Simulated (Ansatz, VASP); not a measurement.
Ga5N6 in VASP and in Ansatz

POSCAR

```
Ga5N6
1.0
    3.2162589223      0.0000000000      0.0000000000
    0.0000000000      3.2162589223      0.0000000000
    0.0000000000      0.0000000000     26.3711924699
N Ga
6 5
Direct
    0.0000000000      0.5000000000      0.2844012461
    0.5000000000      0.0000000000      0.3706407477
    0.0000000000      0.5000000000      0.4568802492
    0.5000000000      0.0000000000      0.5431197508
    0.0000000000      0.5000000000      0.6293592523
    0.5000000000      0.0000000000      0.7155987539
    0.5000000000      0.5000000000      0.3275209969
    0.0000000000      0.0000000000      0.4137604984
    0.5000000000      0.5000000000      0.5000000000
    0.0000000000      0.0000000000      0.5862395016
    0.5000000000      0.5000000000      0.6724790031
```

INCAR.step1

```
SYSTEM = Ga5N6
PREC = Accurate
ENCUT = 520
ISMEAR = 0
SIGMA = 0.05
LREAL = .False.
LASPH = .True.
NELM = 60
LDIPOL = .True.
IDIPOL = 3
DIPOL = 0.5 0.5 0.500
NBANDS = 58
GGA = PE
ALGO = Normal
EDIFF = 1E-4
LWAVE = .True.
LCHARG = .False.
```

INCAR.step2

```
SYSTEM = Ga5N6
PREC = Accurate
ENCUT = 520
EDIFF = 1E-6
ISMEAR = 0
SIGMA = 0.05
LREAL = .False.
LASPH = .True.
NELM = 60
ALGO = Normal
ISIF = 2
LWAVE = .False.
LCHARG = .True.
LDIPOL = .True.
IDIPOL = 3
DIPOL = 0.5 0.5 0.500
METAGGA = R2SCAN
LMIXTAU = .True.
LELF = .True.
LVHAR = .True.
LVACPOTAV = .True.
NBANDS = 58
ISTART = 1
```

File KPOINTS:

```
regular mesh
0
Gamma
  8 8 1
  0 0 0
```

Input for Ansatz:

```yaml
crystal:
  lattice:
    - [3.2162589223, 0.0, 0.0]
    - [0.0, 3.2162589223, 0.0]
    - [0.0, 0.0, 26.3711924699]
  atoms:
    - { symbol: "N", position: [0.0, 0.5, 0.2844012461] }
    - { symbol: Ga, position: [0.5, 0.5, 0.3275209969] }
    - { symbol: "N", position: [0.5, 0.0, 0.3706407477] }
    - { symbol: Ga, position: [0.0, 0.0, 0.4137604984] }
    - { symbol: "N", position: [0.0, 0.5, 0.4568802492] }
    - { symbol: Ga, position: [0.5, 0.5, 0.5] }
    - { symbol: "N", position: [0.5, 0.0, 0.5431197508] }
    - { symbol: Ga, position: [0.0, 0.0, 0.5862395016] }
    - { symbol: "N", position: [0.0, 0.5, 0.6293592523] }
    - { symbol: Ga, position: [0.5, 0.5, 0.6724790031] }
    - { symbol: "N", position: [0.5, 0.0, 0.7155987539] }
basis:
  ecutwfc: 500
kpoints:
  mp_grid: { grid: [8, 8, 1] }
hamiltonian:
  xc: r2scan
scf:
  occupations: { method: gaussian, width: 0.05 }
output:
  forces: true
  stress: true
  eigenvalues: true
  write_density: true
  write_potential: true
  elf: true
  volumetric_format: npy
efield:
  axis: 3
  dipole_correction: true
  ramp_width: 0.04
```

Alike in both runs: task single point; functional r2SCAN; k mesh 8 × 8 × 1; occupations gaussian, width 0.05 eV; no spin polarisation.

|  | VASP | Ansatz |
| --- | --- | --- |
| version | VASP 6.6.1 | Ansatz 0.2.0 |
| potentials or method | VASP PAW PBE potentials, release 64 (N, Ga_d), cutoff 520 eV | scalar-relativistic, plane waves, PAW |
| valence electrons in the cell | 95 | 95 |

```csv
,VASP,Ansatz,Ansatz less VASP
gap on the k mesh at the Fermi level (eV),none,none,-
rms of the force components (eV/Å),0.601,0.612,+0.0117
"work function, face that differs most (eV)",8.58,8.57,-0.003
```

VASP's potentials were made for PBE, not for r2SCAN. A gap of «none» marks a metal or a gap that the smearing closes. Ansatz's warnings: xc potential rough in thin density.
